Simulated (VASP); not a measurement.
# NaH (P6_3/mmc) in VASP: a series of runs, part 2 of 2

VASP 6.6.1. The steps go on from the part before.

## (3) Single point, PBE (volume scaled by 0.91, then relaxed in part)

File INCAR:

```
  ALGO = Normal
  EDIFF = 1E-7
  ENCUT = 520
  GGA = PE
  ISIF = 2
  ISMEAR = 0
  LASPH = T
  LCHARG = F
  LREAL = F
  LWAVE = F
  NBANDS = 16
  NELM = 80
  PREC = Accurate
  SIGMA = 0.02
```

File KPOINTS:

```
k-points
0
Gamma
  6 6 6
```

File POSCAR:

```
NaH
1.0
    3.8498759237      0.0000000000      0.0000000000
   -1.9249379618      3.3340903514      0.0000000000
    0.0000000000      0.0000000000      4.7268783394
Na H
2 2
Direct
    0.3333333333      0.6666666667      0.2500000000
    0.6666666667      0.3333333333      0.7500000000
    0.3333333333      0.6666666667      0.7500000000
    0.6666666667      0.3333333333      0.2500000000
```

Potentials or basis: VASP PAW PBE potentials, release 64 (Na_pv, H).

The run is started by

```sh
> cat potpaw_PBE.64/Na_pv/POTCAR potpaw_PBE.64/H/POTCAR > POTCAR
> mpirun -np 1 vasp_std > vasp.out
```

OUTCAR:

```text
EDIFF = 1E-7
   ENCUT = 520
   GGA = PE
   ISIF = 2
   ISMEAR = 0
   LASPH = T
   LREAL = F
   NELM = 80
   PREC = Accurate

 ion  position               nearest neighbor table
   1  0.333  0.667  0.250-
   2  0.667  0.333  0.750-
   3  0.333  0.667  0.750-
   4  0.667  0.333  0.250-

  LATTYP: Found a hexagonal cell.
 ALAT       =     3.8498759237
 C/A-ratio  =     1.2278001767

  Lattice vectors:
[... 634 lines left out ...]
      3     -23.3328      2.00000
      4     -23.3328      2.00000
      5     -23.3063      2.00000
      6     -23.3063      2.00000
[... 8 lines left out ...]
     15      12.6996      0.00000
     16      12.6996      0.00000

 [... further k-points ...]
[... 5 lines left out ...]
  --------------------------------------------------------------------------------------
  -------------------------------------------------------------------------------------
  Total        0.7837520      0.7837520      0.7910067      0.0000000      0.0000000      0.0000000
  in kB       20.6962049     20.6962049     20.8877782      0.0000000      0.0000000      0.0000000
  external PRESSURE =      20.7600626 kB  Pullay stress =       0.0000000 kB

 VOLUME and BASIS-vectors are now :
 -----------------------------------------------------------------------------
  energy-cutoff  :      520.00
  volume of cell :       60.67
      direct lattice vectors                 reciprocal lattice vectors
     3.849875924  0.000000000  0.000000000     0.259748631  0.149965942  0.000000000
    -1.924937962  3.334090351  0.000000000     0.000000000  0.299931884  0.000000000
     0.000000000  0.000000000  4.726878339     0.000000000  0.000000000  0.211556111

 POSITION                                       TOTAL-FORCE (eV/Angst)
 -----------------------------------------------------------------------------------
     -0.00000      2.22273      1.18172        -0.000000      0.000000      0.000000
      1.92494      1.11136      3.54516         0.000000     -0.000000      0.000000
     -0.00000      2.22273      3.54516        -0.000000      0.000000      0.000000
      1.92494      1.11136      1.18172        -0.000000     -0.000000      0.000000
 -----------------------------------------------------------------------------------
    total drift:                                0.000000      0.000000      0.000000

  FREE ENERGIE OF THE ION-ELECTRON SYSTEM (eV)
  ---------------------------------------------------
  free  energy   TOTEN  =       -10.0372761657 eV

  energy  without entropy=      -10.0372761657  energy(sigma->0) =      -10.03727617
```

stdout:

```text
POSCAR found type information on POSCAR NaH
 POSCAR found :  2 types and       4 ions
 scaLAPACK will be used
 LDA part: xc-table for (Slater+PW92), standard interpolation
 POSCAR, INCAR and KPOINTS ok, starting setup
 FFT: planning ... GRIDC
 FFT: planning ... GRID_SOFT
 FFT: planning ... GRID
 WAVECAR not read
 entering main loop
```

It took 16 s on 1 thread of Intel Xeon Platinum 8488C (Sapphire Rapids), shared host; peak memory 0.17 GiB.

What came out:

| Property | Result |
| --- | --- |
| Free energy | -10.0373 eV |
| Pressure | 2.1 GPa |
| Band gap on the k mesh | 3.36 eV, indirect (least direct gap 4.30 eV) |

 A k mesh can miss the band edges.

## (4) Single point, PBE (volume scaled by 0.94, then relaxed in part)

File INCAR:

```
  ALGO = Normal
  EDIFF = 1E-6
  ENCUT = 520
  GGA = PE
  ISIF = 2
  ISMEAR = 0
  LASPH = T
  LCHARG = T
  LELF = T
  LREAL = F
  LVHAR = T
  LWAVE = F
  NBANDS = 16
  NELM = 80
  PREC = Accurate
  SIGMA = 0.02
```

KPOINTS is that of step 3.

File POSCAR:

```
NaH
1.0
    3.8917256799      0.0000000000      0.0000000000
   -1.9458628399      3.3703333033      0.0000000000
    0.0000000000      0.0000000000      4.7782614774
Na H
2 2
Direct
    0.3333333333      0.6666666667      0.2500000000
    0.6666666667      0.3333333333      0.7500000000
    0.3333333333      0.6666666667      0.7500000000
    0.6666666667      0.3333333333      0.2500000000
```

The run is started by

```sh
> cat potpaw_PBE.64/Na_pv/POTCAR potpaw_PBE.64/H/POTCAR > POTCAR
> mpirun -np 1 vasp_std > vasp.out
```

Wall time 19 s (1 thread of Intel Xeon Platinum 8488C (Sapphire Rapids), shared host); peak memory 0.17 GiB.

Results (log left out):

- Free energy: -10.0589 eV
- Pressure: 1.3 GPa
- Band gap on the k mesh: 3.36 eV, indirect (least direct gap 4.28 eV)

Levels at points of the mesh, in eV from the valence-band top:
```csv
k point,band 6,band 7,band 8,band 9,band 10,band 11
"(0.00, 0.00, 0.00)",-22.13,-3.44,-0.02,4.97,8.20,10.59
"(0.50, 0.00, 0.00)",-22.15,-1.54,-0.62,3.92,7.69,7.80
"(0.00, 0.00, 0.50)",-22.17,-2.09,-2.09,7.12,7.12,11.32
"(0.50, 0.00, 0.50)",-22.14,-0.83,-0.83,4.02,4.02,8.73
```

 A k mesh can miss the band edges.

## (5) Overview

| cell | gap on the mesh (eV) | pressure (GPa) |
| --- | --- | --- |
| a = 3.807, b = 3.807, c = 4.674 Å, angles 90.0, 90.0, 120.0°, 4 atoms | 3.37 | 3.0 |
| a = 3.850, b = 3.850, c = 4.727 Å, angles 90.0, 90.0, 120.0°, 4 atoms | 3.36 | 2.1 |
| a = 3.892, b = 3.892, c = 4.778 Å, angles 90.0, 90.0, 120.0°, 4 atoms | 3.36 | 1.3 |

Alike in all rows: task single point; level PBE; potentials or basis VASP PAW PBE potentials, release 64 (Na_pv, H); no spin polarisation; k mesh 6 × 6 × 6; cutoff (eV) 520; smearing gaussian 0.02 eV.

Absolute energies hang on the potentials; compare differences alone.
